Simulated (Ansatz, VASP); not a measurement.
## NaCd: VASP beside Ansatz

```xyz
2
Lattice="0.0000 3.1737 3.1737 3.1737 0.0000 3.1737 3.1737 3.1737 0.0000" Properties=species:S:1:pos:R:3 pbc="T T T"
Na    3.1737    3.1737    3.1737
Cd    0.0000    0.0000    0.0000
```

Alike in both runs: functional PBE; k mesh 16 × 16 × 16; occupations gaussian, width 0.1 eV; no spin polarisation.

Ansatz relaxed the structure, and its values are those at the end. VASP's run is a single point on that final structure, the one shown.

|  | VASP | Ansatz |
| --- | --- | --- |
| version | VASP 6.6.1 | Ansatz 0.2.0 |
| potentials or method | VASP PAW PBE potentials, release 64 (Na_pv, Cd), cutoff 520 eV | scalar-relativistic, plane waves, PAW |
| valence electrons in the cell | 19 | 29 |

```tsv
	VASP	Ansatz	Ansatz less VASP
gap on the k mesh at the Fermi level (eV)	none	none	-
pressure (GPa)	0.0	0.0	-0.02
```

A gap of «none» marks a metal or a gap that the smearing closes. VASP's potentials hold 19 valence electrons a cell and Ansatz's 29, so a difference there can come from the potentials and not from the codes.
